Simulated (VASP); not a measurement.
# Al3Cu2 (P-3m1) in VASP: further runs, part 2 of 2

VASP 6.6.1. Earlier steps stand in the parts before.

### 3 Single point, LDA

This run uses another cell than the first one, of 14.05 Å³/atom, 1.014 times its volume.

INCAR reads:

```
PREC = Accurate
ENCUT = 520
EDIFF = 1E-6
ISMEAR = 0
SIGMA = 0.1
LREAL = False
LASPH = True
NELM = 60
ALGO = Fast
ISIF = 2
LWAVE = False
LCHARG = True
GGA = CA
LELF = True
LVHAR = True
NBANDS = 24
```

KPOINTS reads:

```
regular mesh
0
Gamma
  12 12 8
```

POSCAR reads:

```
Al3Cu2
1.0
    4.0558389470      0.0000000000      0.0000000000
   -2.0279194735      3.5124595617      0.0000000000
    0.0000000000      0.0000000000      4.9320181105
Al Cu
3 2
Direct
    0.0000000000      0.0000000000      0.0000000000
    0.3333333333      0.6666666667      0.3508592139
    0.6666666667      0.3333333333      0.6491407861
    0.3333333333      0.6666666667      0.8415141679
    0.6666666667      0.3333333333      0.1584858321
```

Potentials or basis: VASP PAW LDA potentials, release 64 (Al, Cu).

Started as:

```
cat potpaw_LDA.64/Al/POTCAR potpaw_LDA.64/Cu/POTCAR > POTCAR
mpirun -np 1 vasp_std > vasp.out
```

OUTCAR:

```text
PREC = Accurate
   ENCUT = 520
   EDIFF = 1E-6
   ISMEAR = 0
   LREAL = False
   LASPH = True
   NELM = 60
   ISIF = 2
   GGA = CA

 ion  position               nearest neighbor table
   1  0.000  0.000  0.000-   4 2.47   5 2.47   4 2.47   5 2.47   5 2.47   4 2.47   2 2.91   3 2.91
                             2 2.91   3 2.91   2 2.91   3 2.91
   2  0.333  0.667  0.351-   4 2.42   4 2.51   5 2.53   5 2.53   5 2.53   3 2.77   3 2.77   3 2.77
                             1 2.91   1 2.91   1 2.91
   3  0.667  0.333  0.649-   5 2.42   5 2.51   4 2.53   4 2.53   4 2.53   2 2.77   2 2.77   2 2.77
                             1 2.91   1 2.91   1 2.91
   4  0.333  0.667  0.842-   2 2.42   1 2.47   1 2.47   1 2.47   2 2.51   3 2.53   3 2.53   3 2.53

   5  0.667  0.333  0.158-   3 2.42   1 2.47   1 2.47   1 2.47   3 2.51   2 2.53   2 2.53   2 2.53

  LATTYP: Found a hexagonal cell.
 ALAT       =     4.0558389470
 C/A-ratio  =     1.2160290818

  Lattice vectors:

 A1 = (   4.0558389470,   0.0000000000,   0.0000000000)
 A2 = (  -2.0279194735,   3.5124595617,   0.0000000000)
 A3 = (   0.0000000000,   0.0000000000,   4.9320181105)

Analysis of symmetry for initial positions (statically):
=====================================================================
 Subroutine PRICEL returns:
 Original cell was already a primitive cell.

 Routine SETGRP: Setting up the symmetry group for a
 hexagonal supercell.

 Subroutine GETGRP returns: Found 12 space group operations
 (whereof 12 operations were pure point group operations)
 out of a pool of 24 trial point group operations.

The static configuration has the point symmetry D_3d.

Analysis of symmetry for dynamics (positions and initial velocities):
=====================================================================
 Subroutine PRICEL returns:
 Original cell was already a primitive cell.

 Routine SETGRP: Setting up the symmetry group for a
 hexagonal supercell.

 Subroutine GETGRP returns: Found 12 space group operations
 (whereof 12 operations were pure point group operations)
 out of a pool of 24 trial point group operations.

The dynamic configuration has the point symmetry D_3d.

 Subroutine INISYM returns: Found 12 space group operations
 (whereof 12 operations are pure point group operations),
 and found     1 'primitive' translations

----------------------------------------------------------------------------------------

                                     Primitive cell

  volume of cell :      70.2614

  direct lattice vectors                    reciprocal lattice vectors
     4.055838947  0.000000000  0.000000000     0.246558114  0.142350393  0.000000000
    -2.027919473  3.512459562  0.000000000     0.000000000  0.284700787  0.000000000
     0.000000000  0.000000000  4.932018110     0.000000000  0.000000000  0.202756757

  length of vectors
     4.055838947  4.055838947  4.932018110     0.284700787  0.284700787  0.202756757

  position of ions in fractional coordinates (direct lattice)
     0.000000000  0.000000000  0.000000000
     0.333333333  0.666666667  0.350859214
     0.666666667  0.333333333  0.649140786
     0.333333333  0.666666667  0.841514168
     0.666666667  0.333333333  0.158485832

  ion indices of the primitive-cell ions
   primitive index   ion index
                 1           1
[... 25 lines left out ...]

 Subroutine IBZKPT returns following result:
 ===========================================

 Found    131 irreducible k-points:

 Following reciprocal coordinates:
            Coordinates               Weight
  0.000000  0.000000  0.000000      1.000000
  0.083333 -0.000000  0.000000      6.000000
  0.166667 -0.000000  0.000000      6.000000
  0.250000 -0.000000  0.000000      6.000000
  0.333333 -0.000000  0.000000      6.000000
  0.416667 -0.000000  0.000000      6.000000
[... 16 lines left out ...]
  0.166667 -0.000000  0.125000      6.000000
  0.000000  0.166667  0.125000      6.000000
 [... further k-points ...]
   k-points           NKPTS =    131   k-points in BZ     NKDIM =    131   number of bands    NBANDS=     24
   number of dos      NEDOS =    301   number of ions     NIONS =      5
   total plane-waves  NPLWV =  36000
   dimension x,y,z NGX =    30 NGY =   30 NGZ =   40
   dimension x,y,z NGXF=    60 NGYF=   60 NGZF=   80
   ions per type =               3   2
   NGX,Y,Z   is equivalent  to a cutoff of  12.30, 12.30, 13.48 a.u.
   NGXF,Y,Z  is equivalent  to a cutoff of  24.59, 24.59, 26.97 a.u.
 SYSTEM =  unknown system
   PREC   = accura    normal or accurate (medium, high low for compatibility)
   ISTART =      0    job   : 0-new  1-cont  2-samecut
   ICHARG =      2    charge: 1-file 2-atom 10-const
   ISPIN  =      1    spin polarized calculation?
   LNONCOLLINEAR =      F non collinear calculations
   LSORBIT =      F    spin-orbit coupling
   LASPH  =      T    aspherical Exc in radial PAW
   ENCUT  =  520.0 eV  38.22 Ry    6.18 a.u.   7.54  7.54  9.17*2*pi/ulx,y,z
   NELM   =     60;   NELMIN=  2; NELMDL= -5     # of ELM steps
   EDIFF  = 0.1E-05   stopping-criterion for ELM
   LREAL  =      F    real-space projection
   EDIFFG = 0.1E-04   stopping-criterion for IOM
   NSW    =      0    number of steps for IOM
   IBRION =     -1    ionic relax: 0-MD 1-quasi-New 2-CG
   NFREE  =      0    steps in history (QN), initial steepest desc. (CG)
   ISIF   =      2    stress and relaxation
   ISYM   =      2    0-nonsym 1-usesym 2-fastsym
   POTIM  = 0.5000    time-step for ionic-motion
   TEBEG  =    0.0;   TEEND  =   0.0 temperature during run
   PSTRESS=    0.0 pullay stress
   NELECT =      31.0000    total number of electrons
   NUPDOWN=      -1.0000    fix difference up-down
   EMIN   =  10.00;   EMAX   =-10.00  energy-range for DOS
   EFERMI =   0.00;   METHOD = LEGACY
   ISMEAR =     0;   SIGMA  =   0.10  broadening in eV -4-tet -1-fermi 0-gaus
   EFERMI_NEDOS =   21; number of points for ismear=-14 and -15
   IALGO  =     68    algorithm
   IMIX   =      4    mixing-type and parameters
     AMIX     =   0.40;   BMIX     =  1.00
     AMIX_MAG =   1.60;   BMIX_MAG =  1.00
  volume/ion in A,a.u.               =      14.05        94.83
  Fermi-wavevector in a.u.,A,eV,Ry     =   1.246302  2.355169 21.133491  1.553268
  Thomas-Fermi vector in A             =   2.380485
   LORBIT       =      0    0 simple, 1 ext, 2 COOP (PROOUT), +10 PAW based schemes
   GGA     = CA    functional components
   LHFCALC =     F    Hartree Fock is set to
   AEXX    =    0.0000 exact exchange contribution
   IVDW    =     0    specifies the selected vdW correction
   LEPSILON=     F    determine dielectric tensor
   LRPA    =     F    only Hartree local field effects (RPA)
 non-spin polarized calculation
 RMM-DIIS sequential band-by-band and
 Gauss-broadening in eV      SIGMA  =   0.10
  energy-cutoff  :      520.00
  volume of cell :       70.26
 maximum number of plane-waves:      1914
   NGX = 15   NGY = 15   NGZ = 19

 number of electron      31.0000010 magnetization

 Free energy of the ion-electron system (eV)
  ---------------------------------------------------
  ext. energy  EPLUGINS =         0.00000000
  ---------------------------------------------------
  free energy    TOTEN  =       -22.91682724 eV

  energy without entropy =      -22.91027855  energy(sigma->0) =      -22.91355290

 E-fermi :   8.5578     XC(G=0): -11.3171

 val. band max:        8.5287616694   @ k =   0.1667   0.1667   0.2500
 cond. band min:       8.5581882989   @ k =   0.3333   0.0833   0.0000
 fundamental gap:      0.0294266295
 Fermi energy:         8.5578077515

 k-point     1 :       0.0000    0.0000    0.0000
  band No.  band energies     occupation
      1      -2.9222      2.00000
      2       1.9320      2.00000
      3       2.5045      2.00000
      4       2.9736      2.00000
      5       2.9736      2.00000
      6       3.3362      2.00000
[... 637 lines left out ...]
     23      14.1848      0.00000
     24      14.5704      0.00000

 [... further k-points ...]
[... 5 lines left out ...]
  --------------------------------------------------------------------------------------
  -------------------------------------------------------------------------------------
  Total        0.1639332      0.1639332      0.1773304      0.0000000     -0.0000000      0.0000000
  in kB        3.7381843      3.7381843      4.0436835      0.0000000     -0.0000000      0.0000000
  external PRESSURE =       3.8400174 kB  Pullay stress =       0.0000000 kB

 VOLUME and BASIS-vectors are now :
 -----------------------------------------------------------------------------
  energy-cutoff  :      520.00
  volume of cell :       70.26
      direct lattice vectors                 reciprocal lattice vectors
     4.055838947  0.000000000  0.000000000     0.246558114  0.142350393  0.000000000
    -2.027919473  3.512459562  0.000000000     0.000000000  0.284700787  0.000000000
     0.000000000  0.000000000  4.932018110     0.000000000  0.000000000  0.202756757

 POSITION                                       TOTAL-FORCE (eV/Angst)
 -----------------------------------------------------------------------------------
      0.00000      0.00000      0.00000         0.000000     -0.000000     -0.000000
     -0.00000      2.34164      1.73044         0.000000     -0.000000      0.004665
      2.02792      1.17082      3.20157        -0.000000     -0.000000     -0.004665
     -0.00000      2.34164      4.15036         0.000000      0.000000      0.003028
      2.02792      1.17082      0.78165        -0.000000      0.000000     -0.003028
 -----------------------------------------------------------------------------------
    total drift:                               -0.000000      0.000000     -0.000000

  FREE ENERGIE OF THE ION-ELECTRON SYSTEM (eV)
  ---------------------------------------------------
  free  energy   TOTEN  =       -22.9168272372 eV

  energy  without entropy=      -22.9102785550  energy(sigma->0) =      -22.91355290
```

stdout:

```text
POSCAR found type information on POSCAR AlCu
 POSCAR found :  2 types and       5 ions
 scaLAPACK will be used
 LDA part: xc-table for (Slater(with rela. corr.)+CA(PZ))
 , standard interpolation
 POSCAR, INCAR and KPOINTS ok, starting setup
 FFT: planning ... GRIDC
 FFT: planning ... GRID_SOFT
 FFT: planning ... GRID
 WAVECAR not read
 entering main loop
```

It took 2.4 min on 1 thread of Intel Xeon 6975P-C (Granite Rapids), shared host; peak memory 0.29 GiB.

What came out:

- Free energy: -22.9168 eV
- Pressure: 0.4 GPa
- Largest force: 0.005 eV/Å

Forces in eV/Å, atoms in the order of the input:
```
Al   0.000  0.000  0.000
Al   0.000  0.000  0.005
Al   0.000  0.000 -0.005
Cu   0.000  0.000  0.003
Cu   0.000  0.000 -0.003
```

Levels at points of the mesh, in eV from the Fermi level:
```
           k point  band 12  band 13  band 14  band 15  band 16  band 17  band 18  band 19
(0.00, 0.00, 0.00)    -3.80    -3.74    -0.22    -0.22     1.36     1.36     2.59     2.95
(0.50, 0.00, 0.00)    -4.26    -3.12    -3.04    -2.63    -0.76    -0.04     0.38     3.07
(0.00, 0.00, 0.50)    -4.34     1.20     1.20     1.32     1.32     1.81     2.48     2.48
(0.50, 0.00, 0.50)    -4.38    -4.29    -3.64    -1.81    -0.18     0.76     0.98     5.21
```
